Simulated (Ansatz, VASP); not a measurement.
One calculation of BaS, two programs

```xyz
2
Lattice="0.0000 3.4450 3.4450 3.4450 0.0000 3.4450 3.4450 3.4450 0.0000" Properties=species:S:1:pos:R:3 pbc="T T T"
Ba    0.0000    0.0000    0.0000
S     1.7225    1.7225    1.7225
```

Change from the starting cell: volume scaled by 0.9405.

Alike in both runs: task single point; functional PBE; k mesh 9 × 9 × 9; occupations fermi-dirac, width 0.08 eV; no spin polarisation.

|  | VASP | Ansatz |
| --- | --- | --- |
| version | VASP 6.6.1 | Ansatz 0.2.0 |
| potentials or method | VASP PAW PBE potentials, release 64 (Ba_sv, S), cutoff 520 eV | all-electron LAPW, scalar-relativistic |

|  | VASP | Ansatz | Ansatz less VASP |
| --- | --- | --- | --- |
| pressure (GPa) | 2.5 | 2.0 | -0.52 |

Ansatz ran all-electron here, and VASP with PAW potentials.

Neither program's run includes spin-orbit coupling.
